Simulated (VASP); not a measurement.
# Be (Fd-3m) in VASP: notebook, part 2 of 2

VASP 6.6.1. Earlier steps stand in the parts before.

**5. Single point, LDA**

This run uses another cell than the first one, of 6.04 Å³/atom, 1.236 times its volume.

The input, INCAR:

```
SYSTEM = Be
ALGO = Normal ; EDIFF = 1E-6
ENCUT = 520 ; GGA = CA
ISIF = 2 ; ISMEAR = -1
LASPH = .TRUE. ; LCHARG = .FALSE.
LREAL = .FALSE. ; LWAVE = .FALSE.
NBANDS = 9 ; NELM = 60
PREC = Accurate ; SIGMA = 0.05
```

The input, KPOINTS:

```
k-points
0
G
  18 18 18
  0 0 0
```

The input, POSCAR:

```
Be
1.0
    0.0000000000      1.8210451740      1.8210451740
    1.8210451740      0.0000000000      1.8210451740
    1.8210451740      1.8210451740      0.0000000000
Be
2
Direct
   -0.1250000000     -0.1250000000     -0.1250000000
    0.1250000000      0.1250000000      0.1250000000
```

Potentials or basis: VASP PAW LDA potentials, release 64 (Be).

Run with:

```console
cat potpaw_LDA.64/Be/POTCAR > POTCAR
mpirun -np 1 vasp_std > vasp.out
```

OUTCAR:

```text
SYSTEM = Be
   EDIFF = 1E-6
   ENCUT = 520
   GGA = CA
   ISIF = 2
   ISMEAR = -1
   LASPH = .TRUE.
   LREAL = .FALSE.
   NELM = 60
   PREC = Accurate

 ion  position               nearest neighbor table
   1  0.875  0.875  0.875-   2 1.58   2 1.58   2 1.58   2 1.58
   2  0.125  0.125  0.125-   1 1.58   1 1.58   1 1.58   1 1.58

  LATTYP: Found a face centered cubic cell.
 ALAT       =     3.6420903480

  Lattice vectors:

 A1 = (   0.0000000000,   1.8210451740,   1.8210451740)
 A2 = (   1.8210451740,   0.0000000000,   1.8210451740)
 A3 = (   1.8210451740,   1.8210451740,   0.0000000000)

Analysis of symmetry for initial positions (statically):
=====================================================================
 Subroutine PRICEL returns:
 Original cell was already a primitive cell.

 Routine SETGRP: Setting up the symmetry group for a
 face centered cubic supercell.

 Subroutine GETGRP returns: Found 48 space group operations
 (whereof 12 operations were pure point group operations)
 out of a pool of 48 trial point group operations.

The static configuration has the point symmetry D_3d.
 The point group associated with its full space group is O_h .

Analysis of symmetry for dynamics (positions and initial velocities):
=====================================================================
 Subroutine PRICEL returns:
 Original cell was already a primitive cell.

 Routine SETGRP: Setting up the symmetry group for a
 face centered cubic supercell.

 Subroutine GETGRP returns: Found 48 space group operations
 (whereof 12 operations were pure point group operations)
 out of a pool of 48 trial point group operations.

The dynamic configuration has the point symmetry D_3d.
 The point group associated with its full space group is O_h .

 Subroutine INISYM returns: Found 48 space group operations
 (whereof 12 operations are pure point group operations),
 and found     1 'primitive' translations

----------------------------------------------------------------------------------------

                                     Primitive cell

  volume of cell :      12.0779

  direct lattice vectors                    reciprocal lattice vectors
     0.000000000  1.821045174  1.821045174    -0.274567598  0.274567598  0.274567598
     1.821045174  0.000000000  1.821045174     0.274567598 -0.274567598  0.274567598
     1.821045174  1.821045174  0.000000000     0.274567598  0.274567598 -0.274567598

  length of vectors
     2.575346783  2.575346783  2.575346783     0.475565031  0.475565031  0.475565031

  position of ions in fractional coordinates (direct lattice)
     0.875000000  0.875000000  0.875000000
     0.125000000  0.125000000  0.125000000

  ion indices of the primitive-cell ions
   primitive index   ion index
                 1           1
                 2           2

----------------------------------------------------------------------------------------

 KPOINTS: k-points

Automatic generation of k-mesh.
 Grid dimensions read from file:
 generate k-points for:   18   18   18

 Generating k-lattice:

  Cartesian coordinates                     Fractional coordinates (reciprocal lattice)
    -0.015253755  0.015253755  0.015253755     0.055555556  0.000000000  0.000000000
     0.015253755 -0.015253755  0.015253755     0.000000000  0.055555556  0.000000000
     0.015253755  0.015253755 -0.015253755     0.000000000  0.000000000  0.055555556

  Length of vectors
     0.026420279  0.026420279  0.026420279

  Shift w.r.t. Gamma in fractional coordinates (k-lattice)
     0.000000000  0.000000000  0.000000000

 Subroutine IBZKPT returns following result:
 ===========================================

 Found    195 irreducible k-points:

 Following reciprocal coordinates:
            Coordinates               Weight
  0.000000  0.000000  0.000000      1.000000
  0.055556  0.000000  0.000000      8.000000
  0.111111  0.000000  0.000000      8.000000
  0.166667  0.000000  0.000000      8.000000
  0.222222  0.000000  0.000000      8.000000
  0.277778  0.000000  0.000000      8.000000
[... 16 lines left out ...]
 -0.277778  0.055556  0.000000     24.000000
 -0.222222  0.055556  0.000000     24.000000
 [... further k-points ...]
   k-points           NKPTS =    195   k-points in BZ     NKDIM =    195   number of bands    NBANDS=      9
   number of dos      NEDOS =    301   number of ions     NIONS =      2
   total plane-waves  NPLWV =   8000
   dimension x,y,z NGX =    20 NGY =   20 NGZ =   20
   dimension x,y,z NGXF=    40 NGYF=   40 NGZF=   40
   ions per type =               2
   NGX,Y,Z   is equivalent  to a cutoff of  12.91, 12.91, 12.91 a.u.
   NGXF,Y,Z  is equivalent  to a cutoff of  25.82, 25.82, 25.82 a.u.
 SYSTEM =  Be
   PREC   = accura    normal or accurate (medium, high low for compatibility)
   ISTART =      0    job   : 0-new  1-cont  2-samecut
   ICHARG =      2    charge: 1-file 2-atom 10-const
   ISPIN  =      1    spin polarized calculation?
   LNONCOLLINEAR =      F non collinear calculations
   LSORBIT =      F    spin-orbit coupling
   LASPH  =      T    aspherical Exc in radial PAW
   ENCUT  =  520.0 eV  38.22 Ry    6.18 a.u.   4.79  4.79  4.79*2*pi/ulx,y,z
   NELM   =     60;   NELMIN=  2; NELMDL= -5     # of ELM steps
   EDIFF  = 0.1E-05   stopping-criterion for ELM
   LREAL  =      F    real-space projection
   EDIFFG = 0.1E-04   stopping-criterion for IOM
   NSW    =      0    number of steps for IOM
   IBRION =     -1    ionic relax: 0-MD 1-quasi-New 2-CG
   NFREE  =      0    steps in history (QN), initial steepest desc. (CG)
   ISIF   =      2    stress and relaxation
   ISYM   =      2    0-nonsym 1-usesym 2-fastsym
   POTIM  = 0.5000    time-step for ionic-motion
   TEBEG  =    0.0;   TEEND  =   0.0 temperature during run
   PSTRESS=    0.0 pullay stress
   NELECT =       4.0000    total number of electrons
   NUPDOWN=      -1.0000    fix difference up-down
   EMIN   =  10.00;   EMAX   =-10.00  energy-range for DOS
   EFERMI =   0.00;   METHOD = LEGACY
   ISMEAR =    -1;   SIGMA  =   0.05  broadening in eV -4-tet -1-fermi 0-gaus
   EFERMI_NEDOS =   21; number of points for ismear=-14 and -15
   IALGO  =     38    algorithm
   IMIX   =      4    mixing-type and parameters
     AMIX     =   0.40;   BMIX     =  1.00
     AMIX_MAG =   1.60;   BMIX_MAG =  1.00
  volume/ion in A,a.u.               =       6.04        40.75
  Fermi-wavevector in a.u.,A,eV,Ry     =   1.132654  2.140407 17.454998  1.282906
  Thomas-Fermi vector in A             =   2.269356
   LORBIT       =      0    0 simple, 1 ext, 2 COOP (PROOUT), +10 PAW based schemes
   GGA     = CA    functional components
   LHFCALC =     F    Hartree Fock is set to
   AEXX    =    0.0000 exact exchange contribution
   IVDW    =     0    specifies the selected vdW correction
   LEPSILON=     F    determine dielectric tensor
   LRPA    =     F    only Hartree local field effects (RPA)
 non-spin polarized calculation
  energy-cutoff  :      520.00
  volume of cell :       12.08
 maximum number of plane-waves:       332
   NGX =  9   NGY =  9   NGZ =  9

 number of electron       4.0000000 magnetization

 Free energy of the ion-electron system (eV)
  ---------------------------------------------------
  ext. energy  EPLUGINS =         0.00000000
  ---------------------------------------------------
  free energy    TOTEN  =        -0.58595837 eV

  energy without entropy =       -0.57940286  energy(sigma->0) =       -0.58268062

 E-fermi :   8.4668     XC(G=0): -11.4821

 val. band max:        8.4570118352   @ k =   0.4444   0.3889   0.0556
 cond. band min:       8.4789538333   @ k =  -0.2222   0.2222   0.0556
 fundamental gap:      0.0219419980
 Fermi energy:         8.4668249563

 k-point     1 :       0.0000    0.0000    0.0000
  band No.  band energies     occupation
      1      -3.2026      2.00000
      2      16.9282      0.00000
      3      16.9282      0.00000
      4      16.9282      0.00000
      5      20.4627      0.00000
      6      20.4627      0.00000
      7      20.4627      0.00000
      8      35.0181      0.00000
      9      35.3990      0.00000

 k-point     2 :       0.0556    0.0000    0.0000
  band No.  band energies     occupation
      1      -3.1375      2.00000
      2      16.0058      0.00000
      3      16.6527      0.00000
      4      16.6527      0.00000
      5      20.8115      0.00000
      6      20.8115      0.00000
      7      21.3803      0.00000
      8      33.4267      0.00000
      9      33.6152      0.00000
[... 253 lines left out ...]
 k-point    24 :      -0.2222    0.0556    0.0000
  band No.  band energies     occupation
      1      -1.9433      2.00000
      2      10.1485      0.00000
      3      13.6324      0.00000
      4      15.2526      0.00000
      5      22.3187      0.00000
      6      23.5961      0.00000
      7      26.7077      0.00000
      8      29.1847      0.00000
      9      29.8957      0.00000

 [... further k-points ...]
[... 5 lines left out ...]
  --------------------------------------------------------------------------------------
  -------------------------------------------------------------------------------------
  Total       12.1818486     12.1818486     12.1818486     -0.0000000      0.0000000     -0.0000000
  in kB     1615.9637986   1615.9637986   1615.9637986     -0.0000000      0.0000000     -0.0000000
  external PRESSURE =    1615.9637986 kB  Pullay stress =       0.0000000 kB

 VOLUME and BASIS-vectors are now :
 -----------------------------------------------------------------------------
  energy-cutoff  :      520.00
  volume of cell :       12.08
      direct lattice vectors                 reciprocal lattice vectors
     0.000000000  1.821045174  1.821045174    -0.274567598  0.274567598  0.274567598
     1.821045174  0.000000000  1.821045174     0.274567598 -0.274567598  0.274567598
     1.821045174  1.821045174  0.000000000     0.274567598  0.274567598 -0.274567598

 POSITION                                       TOTAL-FORCE (eV/Angst)
 -----------------------------------------------------------------------------------
      3.18683      3.18683      3.18683        -0.000000      0.000000     -0.000000
      0.45526      0.45526      0.45526         0.000000     -0.000000      0.000000
 -----------------------------------------------------------------------------------
    total drift:                                0.000000      0.000000     -0.000000

  FREE ENERGIE OF THE ION-ELECTRON SYSTEM (eV)
  ---------------------------------------------------
  free  energy   TOTEN  =        -0.5859583690 eV

  energy  without entropy=       -0.5794028612  energy(sigma->0) =       -0.58268062
```

OSZICAR:

```text
N       E                     dE             d eps       ncg     rms          rms(c)
DAV:   1     0.381657577997E+01    0.38166E+01   -0.18449E+03  3550   0.381E+02
DAV:   2    -0.859222692769E+00   -0.46758E+01   -0.45284E+01  4932   0.501E+01
DAV:   3    -0.897274733671E+00   -0.38052E-01   -0.37912E-01  4126   0.355E+00
DAV:   4    -0.897295740309E+00   -0.21007E-04   -0.21007E-04  4743   0.788E-02
DAV:   5    -0.897295743775E+00   -0.34654E-08   -0.22702E-08  4048   0.710E-04    0.210E+00
DAV:   6    -0.670325925448E+00    0.22697E+00   -0.63454E-02  3973   0.153E+00    0.122E+00
DAV:   7    -0.586156991784E+00    0.84169E-01   -0.70878E-02  4342   0.159E+00    0.152E-01
DAV:   8    -0.585980183866E+00    0.17681E-03   -0.51889E-04  4329   0.169E-01    0.233E-02
DAV:   9    -0.585958536060E+00    0.21648E-04   -0.34376E-05  3857   0.291E-02    0.367E-03
DAV:  10    -0.585958368973E+00    0.16709E-06   -0.15095E-07  3164   0.294E-03
   1 F= -.58595837E+00 E0= -.58268062E+00  d E =-.655551E-02
```

stdout:

```text
POSCAR found type information on POSCAR Be
 POSCAR found :  1 types and       2 ions
 scaLAPACK will be used
 LDA part: xc-table for (Slater(with rela. corr.)+CA(PZ))
 , standard interpolation
 POSCAR, INCAR and KPOINTS ok, starting setup
 FFT: planning ... GRIDC
 FFT: planning ... GRID_SOFT
 FFT: planning ... GRID
 WAVECAR not read
 entering main loop
```

It took 8.2 s on 1 thread of Intel Xeon Platinum 8559C (Emerald Rapids), shared host; peak memory 0.12 GiB.

Results:

| Quantity | Value |
| --- | --- |
| Free energy | -0.5860 eV |
| Pressure | 161.6 GPa |
| Band gap on the k mesh | zero (band 2 reaches 16.93 eV, above the bottom of band 3 at 7.05 eV) |

Levels at points of the mesh, in eV from the Fermi level:
| k point | band 1 | band 2 | band 3 | band 4 | band 5 |
| --- | --- | --- | --- | --- | --- |
| (0.00, 0.00, 0.00) | -11.67 | 8.46 | 8.46 | 8.46 | 12.00 |
| (0.50, 0.00, 0.00) | -7.83 | -3.79 | 5.02 | 5.02 | 13.29 |
| (0.50, 0.50, 0.00) | -3.91 | -3.91 | 0.20 | 0.20 | 11.44 |

**6. Overview**

```csv
task,cell,cutoff (eV),gap on the mesh (eV),pressure (GPa)
relaxation of cell and atoms,"relaxed to 160 GPa from a = 2.399 Å, angles 60.0°, 2 atoms",600,none,160.0
relaxation of cell and atoms,"relaxed to 160 GPa from a = 2.575 Å, angles 60.0°, 2 atoms",600,none,160.0
single point,"a = 2.575 Å, angles 60.0°, 2 atoms",520,none,161.6
```

Alike in all rows: level LDA; potentials or basis VASP PAW LDA potentials, release 64 (Be); no spin polarisation; k mesh 18 × 18 × 18; smearing fermi-dirac 0.05 eV.

Caveats: the cell is relaxed towards a set pressure, so the enthalpy falls and the energy may rise (some runs); the volume moved by over 15 % at a fixed basis, so the end points are rough (some runs).

Total energies depend on the potentials used, so only differences within one code and one set of settings carry meaning.
